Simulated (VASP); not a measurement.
Set up this calculation in VASP 6.6.1, as the native input.

- Task: single point
- Functional: r2SCAN
- Potentials or basis: VASP PAW PBE potentials, release 64 (C)
- Cutoff: 520 eV
- k mesh: 12 × 12 × 4
- Occupations: gaussian, width 0.05 eV
- Spin: no spin polarisation
- Dipole correction: no
- Further INCAR settings: ALGO = Normal; EDIFF = 1e-06; NBANDS = 26

Crystal: C.

```
C
1.0
     2.63533    0.00000    0.00000
    -1.31767    2.28226    0.00000
     0.00000    0.00000    8.69434
C
8
Direct
  0.00000 0.00000 0.09293
  0.00000 0.00000 0.59293
  0.00000 0.00000 0.40707
  0.00000 0.00000 0.90707
  0.33333 0.66667 0.15550
  0.66667 0.33333 0.65550
  0.33333 0.66667 0.34450
  0.66667 0.33333 0.84450
```

This cell differs from its parent crystal: strain +0.050 along x and y, +0.050 along z.

The input as run:

POSCAR

```
C
1.0
    2.6353316695      0.0000000000      0.0000000000
   -1.3176658347      2.2822641731      0.0000000000
    0.0000000000      0.0000000000      8.6943408560
C
8
Direct
    0.0000000000      0.0000000000      0.0929334757
    0.0000000000      0.0000000000      0.5929334757
    0.0000000000      0.0000000000      0.4070665243
    0.0000000000      0.0000000000      0.9070665243
    0.3333333333      0.6666666667      0.1554962089
    0.6666666667      0.3333333333      0.6554962089
    0.3333333333      0.6666666667      0.3445037911
    0.6666666667      0.3333333333      0.8445037911
```

INCAR.step1

```
SYSTEM = C
  PREC = Accurate
  ENCUT = 520
  ISMEAR = 0
  SIGMA = 0.05
  LREAL = .FALSE.
  LASPH = .TRUE.
  NELM = 80
  NBANDS = 26
  GGA = PE
  ALGO = Normal
  EDIFF = 1E-4
  LWAVE = .TRUE.
  LCHARG = .FALSE.
```

INCAR.step2

```
SYSTEM = C
  PREC = Accurate
  ENCUT = 520
  EDIFF = 1E-6
  ISMEAR = 0
  SIGMA = 0.05
  LREAL = .FALSE.
  LASPH = .TRUE.
  NELM = 80
  ALGO = Normal
  ISIF = 2
  LWAVE = .FALSE.
  LCHARG = .TRUE.
  METAGGA = R2SCAN
  LMIXTAU = .TRUE.
  LELF = .TRUE.
  LVHAR = .TRUE.
  NBANDS = 26
  ISTART = 1
```

KPOINTS

```
regular mesh
0
G
  12 12 4
  0 0 0
```

Potentials or basis: VASP PAW PBE potentials, release 64 (C).

Command:

```console
$ cat potpaw_PBE.64/C/POTCAR > POTCAR
$ cp INCAR.step1 INCAR
$ mpirun -np 1 vasp_std > vasp.out
$ cp INCAR.step2 INCAR
$ mpirun -np 1 vasp_std > vasp.out
```

It gave:

The pressure is -49.7 GPa, the largest force is 0.109 eV/Å and the band gap on the k mesh is 4.38 eV, indirect (least direct gap 5.21 eV).

Caveat: the cell differs from its parent crystal (strain +0.050 along x and y, +0.050 along z); the PAW data sets were made with another functional, which shifts forces and pressure a little.

Wall time 110 s on 1 thread of Intel(R) Xeon(R) 6975P-C (Granite Rapids), with other jobs on the host, peak memory 0.19 GiB.
